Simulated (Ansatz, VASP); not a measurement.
**One calculation of ZrS, two programs**

The input INCAR:

```
ALGO = Normal
EDIFF = 1E-6
ENCUT = 520
GGA = PS
ISIF = 2
ISMEAR = 0
LASPH = True
LCHARG = False
LREAL = False
LWAVE = False
NBANDS = 16
NELM = 100
PREC = Accurate
SIGMA = 0.15
```

KPOINTS

```
k-points
0
Gamma
  16 16 16
```

The input POSCAR:

```
ZrS
1.0
   -0.3149698264      2.5243014450      2.5243014450
    2.5243014450     -0.3149698264      2.5243014450
    2.5243014450      2.5243014450     -0.3149698264
Zr S
1 1
Direct
    0.0000000000      0.0000000000      0.0000000000
    0.5000000000      0.5000000000      0.5000000000
```

Input for Ansatz:

```yaml
crystal:
  lattice:
    - [-0.3149698264, 2.524301445, 2.524301445]
    - [2.524301445, -0.3149698264, 2.524301445]
    - [2.524301445, 2.524301445, -0.3149698264]
  atoms:
    - { symbol: Zr, position: [0.0, 0.0, 0.0] }
    - { symbol: S, position: [0.5, 0.5, 0.5] }
basis:
  ecutwfc: 420
kpoints:
  mp_grid: { grid: [16, 16, 16] }
hamiltonian:
  xc: pbesol
  pseudopotentials: { kind: paw, azcp: { folder: soft_1 } }
scf:
  occupations: { method: gaussian, width: 0.15 }
output:
  forces: true
  stress: true
  eigenvalues: true
```

Alike in both runs: task single point; functional PBEsol; k mesh 16 × 16 × 16; occupations gaussian, width 0.15 eV; no spin polarisation.

|  | VASP | Ansatz |
| --- | --- | --- |
| version | VASP 6.6.1 | Ansatz 0.2.0 |
| potentials or method | VASP PAW PBE potentials, release 64 (Zr_sv, S), cutoff 520 eV | scalar-relativistic, plane waves, PAW |
| valence electrons in the cell | 18 | 18 |

Ansatz gave:

```
gap on the k mesh at the Fermi level (eV)                     : none
pressure (GPa)                                                : -11.7
traceless stress, the component that is largest in VASP (GPa) : 2.89
```

Question: Estimate VASP's values.

Answer: gap on the k mesh at the Fermi level (eV): none; pressure (GPa): -11.6; traceless stress, the component that is largest in VASP (GPa): 2.85.

VASP's potentials were made for PBE, not for PBEsol, and Ansatz warns of the same on its side. A gap of «none» marks a metal or a gap that the smearing closes.
